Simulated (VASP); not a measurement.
# Ag (P6/mmm) in VASP: notebook, part 2 of 3

VASP 6.6.1.

**3. Single point, PBE**

This run uses another cell than the first one, of 15.15 Å³/atom, 1.147 times its volume.

INCAR

```
SYSTEM = Ag
PREC = Accurate ; ENCUT = 520
EDIFF = 1E-6 ; ISMEAR = -1
SIGMA = 0.08 ; LREAL = .False.
LASPH = .True. ; NELM = 100
ALGO = Normal ; ISIF = 2
LWAVE = .False. ; LCHARG = .False.
GGA = PE ; NBANDS = 12
```

KPOINTS

```
regular mesh
0
Gamma
  15 15 14
  0 0 0
```

POSCAR

```
Ag
1.0
    2.6282707304      0.0000000000      0.0000000000
   -1.3141353652      2.2761492206      0.0000000000
    0.0000000000      0.0000000000      2.5329206884
Ag
1
Direct
    0.0000000000      0.0000000000      0.0000000000
```

Potentials or basis: VASP PAW PBE potentials, release 64 (Ag).

Launch:

```bash
cat potpaw_PBE.64/Ag/POTCAR > POTCAR
mpirun -np 1 vasp_std > vasp.out
```

OUTCAR:

```text
SYSTEM = Ag
   PREC = Accurate
   ENCUT = 520
   EDIFF = 1E-6
   ISMEAR = -1
   LREAL = .False.
   LASPH = .True.
   NELM = 100
   ISIF = 2
   GGA = PE

 ion  position               nearest neighbor table
   1  0.000  0.000  0.000-

  LATTYP: Found a hexagonal cell.
 ALAT       =     2.6282707304
 C/A-ratio  =     0.9637213774

  Lattice vectors:

 A1 = (   2.6282707304,   0.0000000000,   0.0000000000)
 A2 = (  -1.3141353652,   2.2761492206,   0.0000000000)
 A3 = (   0.0000000000,   0.0000000000,   2.5329206884)

Analysis of symmetry for initial positions (statically):
=====================================================================
 Subroutine PRICEL returns:
 Original cell was already a primitive cell.

 Routine SETGRP: Setting up the symmetry group for a
 hexagonal supercell.

 Subroutine GETGRP returns: Found 24 space group operations
 (whereof 24 operations were pure point group operations)
 out of a pool of 24 trial point group operations.

The static configuration has the point symmetry D_6h.

Analysis of symmetry for dynamics (positions and initial velocities):
=====================================================================
 Subroutine PRICEL returns:
 Original cell was already a primitive cell.

 Routine SETGRP: Setting up the symmetry group for a
 hexagonal supercell.

 Subroutine GETGRP returns: Found 24 space group operations
 (whereof 24 operations were pure point group operations)
 out of a pool of 24 trial point group operations.

The dynamic configuration has the point symmetry D_6h.

 Subroutine INISYM returns: Found 24 space group operations
 (whereof 24 operations are pure point group operations),
 and found     1 'primitive' translations

----------------------------------------------------------------------------------------

                                     Primitive cell

  volume of cell :      15.1528
[... 101 lines left out ...]
   EFERMI =   0.00;   METHOD = LEGACY
   ISMEAR =    -1;   SIGMA  =   0.08  broadening in eV -4-tet -1-fermi 0-gaus
   EFERMI_NEDOS =   21; number of points for ismear=-14 and -15
   IALGO  =     38    algorithm
   IMIX   =      4    mixing-type and parameters
     AMIX     =   0.40;   BMIX     =  1.00
     AMIX_MAG =   1.60;   BMIX_MAG =  1.00
  volume/ion in A,a.u.               =      15.15       102.26
  Fermi-wavevector in a.u.,A,eV,Ry     =   1.471324  2.780399 29.453806  2.164794
  Thomas-Fermi vector in A             =   2.586473
   LORBIT       =      0    0 simple, 1 ext, 2 COOP (PROOUT), +10 PAW based schemes
   GGA     = PE    functional components
[... 5 lines left out ...]
 non-spin polarized calculation
  energy-cutoff  :      520.00
  volume of cell :       15.15
 maximum number of plane-waves:       423
 NGX is ok and might be reduce to    20

 number of electron      10.9999994 magnetization

 Free energy of the ion-electron system (eV)
  ---------------------------------------------------
  ext. energy  EPLUGINS =         0.00000000
  ---------------------------------------------------
  free energy    TOTEN  =        -2.15030073 eV

  energy without entropy =       -2.14572304  energy(sigma->0) =       -2.14801189

 E-fermi :  10.1521     XC(G=0): -12.8705

 val. band max:       10.1518638386   @ k =   0.2667   0.2000   0.1429
 cond. band min:      10.1763944806   @ k =   0.3333   0.0000   0.3571
 fundamental gap:      0.0245306420
 Fermi energy:        10.1521465232

 k-point     1 :       0.0000    0.0000    0.0000
  band No.  band energies     occupation
      1       1.5578      2.00000
      2       2.7723      2.00000
      3       4.8104      2.00000
      4       4.8104      2.00000
      5       7.2990      2.00000
      6       7.2990      2.00000
      7      25.2896      0.00000
      8      26.8813      0.00000
      9      31.8240      0.00000
     10      31.8240      0.00000
     11      32.4950      0.00000
     12      36.4881      0.00000
[... 331 lines left out ...]
 k-point    24 :       0.4000    0.2000    0.0000
  band No.  band energies     occupation
      1       3.4987      2.00000
      2       3.7741      2.00000
      3       5.7139      2.00000
      4       5.9182      2.00000
      5       6.6001      2.00000
      6      12.1735      0.00000
      7      14.6794      0.00000
      8      19.0393      0.00000
      9      30.5848      0.00000
     10      34.9619      0.00000
     11      35.2613      0.00000
     12      36.7735      0.00000

 [... further k-points ...]
[... 5 lines left out ...]
  --------------------------------------------------------------------------------------
  -------------------------------------------------------------------------------------
  Total        3.6032002      3.6032002      3.5923820      0.0000000      0.0000000      0.0000000
  in kB      380.9838453    380.9838453    379.8399832      0.0000000      0.0000000      0.0000000
  external PRESSURE =     380.6025580 kB  Pullay stress =       0.0000000 kB

 VOLUME and BASIS-vectors are now :
 -----------------------------------------------------------------------------
  energy-cutoff  :      520.00
  volume of cell :       15.15
      direct lattice vectors                 reciprocal lattice vectors
     2.628270730  0.000000000  0.000000000     0.380478308  0.219669253  0.000000000
    -1.314135365  2.276149221  0.000000000     0.000000000  0.439338507  0.000000000
     0.000000000  0.000000000  2.532920688     0.000000000  0.000000000  0.394801150

 POSITION                                       TOTAL-FORCE (eV/Angst)
 -----------------------------------------------------------------------------------
      0.00000      0.00000      0.00000         0.000000      0.000000      0.000000
 -----------------------------------------------------------------------------------
    total drift:                               -0.000000      0.000000     -0.000000

  FREE ENERGIE OF THE ION-ELECTRON SYSTEM (eV)
  ---------------------------------------------------
  free  energy   TOTEN  =        -2.1503007303 eV

  energy  without entropy=       -2.1457230433  energy(sigma->0) =       -2.14801189
```

It took 28 s on 1 thread of AMD EPYC 7R43 (Zen 3), shared host; peak memory 0.12 GiB.

Results:

```yaml
Free_energy: -2.1503 eV
Pressure: 38.1 GPa
```

Levels at points of the mesh, in eV from the Fermi level:
```
           k point  band 3  band 4  band 5  band 6  band 7  band 8  band 9  band 10
(0.00, 0.00, 0.00)   -5.34   -5.34   -2.85   -2.85   15.14   16.73   21.67    21.67
(0.00, 0.00, 0.50)   -5.03   -4.21   -4.21   -1.77    2.63   19.98   23.08    23.08
```

**4. Single point, PBE**

INCAR

```
ALGO = Normal
EDIFF = 1E-6
ENCUT = 520
GGA = PE
ISIF = 2
ISMEAR = -1
LASPH = T
LCHARG = F
LREAL = F
LWAVE = F
NBANDS = 12
NELM = 60
PREC = Accurate
SIGMA = 0.08
```

KPOINTS

```
k-points
0
Gamma
  15 15 14
```

POSCAR is that of step 3.

Launch:

```bash
cat potpaw_PBE.64/Ag/POTCAR > POTCAR
mpirun -np 1 vasp_std > vasp.out
```

It took 29 s on 1 thread of AMD EPYC 7R43 (Zen 3), shared host; peak memory 0.12 GiB.

The run converged. Its results:

| Item | Value |
| --- | --- |
| Free energy | -2.1503 eV |
| Pressure | 38.1 GPa |

Stress tensor (GPa, compression positive):
```
38.10  0.00  0.00
 0.00 38.10  0.00
 0.00  0.00 37.98
```

Levels at points of the mesh, in eV from the Fermi level:
| k point | band 2 | band 3 | band 4 | band 5 | band 6 | band 7 | band 8 | band 9 | band 10 | band 11 |
| --- | --- | --- | --- | --- | --- | --- | --- | --- | --- | --- |
| (0.00, 0.00, 0.00) | -7.38 | -5.34 | -5.34 | -2.85 | -2.85 | 15.14 | 16.73 | 21.67 | 21.67 | 22.34 |
| (0.00, 0.00, 0.50) | -5.03 | -5.03 | -4.21 | -4.21 | -1.77 | 2.63 | 19.98 | 23.08 | 23.08 | 23.08 |

**5. Single point, PBE**

This run uses another cell than the first one, of 17.10 Å³/atom, 1.294 times its volume.

INCAR

```
SYSTEM = Ag
PREC = Accurate
ENCUT = 520
EDIFF = 1E-6
ISMEAR = -1
SIGMA = 0.08
LREAL = .False.
LASPH = .True.
NELM = 100
ALGO = Normal
ISIF = 2
LWAVE = .False.
LCHARG = .False.
GGA = PE
NBANDS = 12
```

KPOINTS

```
Automatic mesh
0
Gamma
  15 15 14
  0 0 0
```

POSCAR

```
Ag
1.0
    2.7330660471      0.0000000000      0.0000000000
   -1.3665330236      2.3669046270      0.0000000000
    0.0000000000      0.0000000000      2.6427105835
Ag
1
Direct
    0.0000000000      0.0000000000      0.0000000000
```

Launch:

```bash
cat potpaw_PBE.64/Ag/POTCAR > POTCAR
mpirun -np 1 vasp_std > vasp.out
```

Run time: 25 s. Hardware: 1 thread of AMD EPYC 7R43 (Zen 3), shared host; peak memory 0.12 GiB.

Results (log left out):

| Item | Value |
| --- | --- |
| Free energy | -2.4495 eV |
| Pressure | 13.8 GPa |

Levels at points of the mesh, in eV from the Fermi level:
```
           k point  band 2  band 3  band 4  band 5  band 6  band 7  band 8  band 9  band 10  band 11
(0.00, 0.00, 0.00)   -6.53   -4.84   -4.84   -2.83   -2.83   14.23   16.54   20.30    20.30    20.60
(0.00, 0.00, 0.50)   -4.60   -4.60   -3.90   -3.90   -1.30    1.97   19.57   22.14    22.38    22.38
```

[end of part 2 of 3]
